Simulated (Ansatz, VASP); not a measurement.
# Co: VASP beside Ansatz

```xyz
2
Lattice="2.4720 0.0000 0.0000 -1.2360 2.1408 0.0000 0.0000 0.0000 4.0211" Properties=species:S:1:pos:R:3 pbc="T T T"
Co    1.2360    0.7136    3.0159
Co    0.0000    1.4272    1.0053
```

Alike in both runs: task relaxation of cell and atoms; functional PBEsol; dispersion D3(BJ); k mesh 12 × 12 × 7; occupations fermi-dirac, width 0.05 eV; collinear spin.

|  | VASP | Ansatz |
| --- | --- | --- |
| version | VASP 6.6.1 | Ansatz 0.2.0 |
| potentials or method | VASP PAW PBE potentials, release 64 (Co) | Ansatz PAW |
| plane-wave cutoff (eV) | 600 | 420 |
| valence electrons in the cell | 18 | 34 |

VASP gave:

* gap on the k mesh at the Fermi level, each at its own relaxed structure (eV): none
* net moment per atom (μB): 1.52
* size of the moment on the site where the two differ most (μB): 1.52
* relaxed volume (Å³/atom): 10.05
* relaxed length of the cell vector where the two differ most in proportion (Å): 3.925

Estimate Ansatz's values.

gap on the k mesh at the Fermi level, each at its own relaxed structure (eV): none; net moment per atom (μB): 1.53; size of the moment on the site where the two differ most (μB): 1.59; relaxed volume (Å³/atom): 10.10; relaxed length of the cell vector where the two differ most in proportion (Å): 3.931.

VASP's potentials were made for PBE, not for PBEsol. Site moments also hang on the region over which each program counts them. A gap of «none» marks a metal or a gap that the smearing closes. VASP's potentials hold 18 valence electrons a cell and Ansatz's 34, so a difference there can come from the potentials and not from the codes.

Noted on Ansatz's run: the plane-wave basis is chosen anew once the cell has moved, so the energies of steps on either side of that aren't comparable.
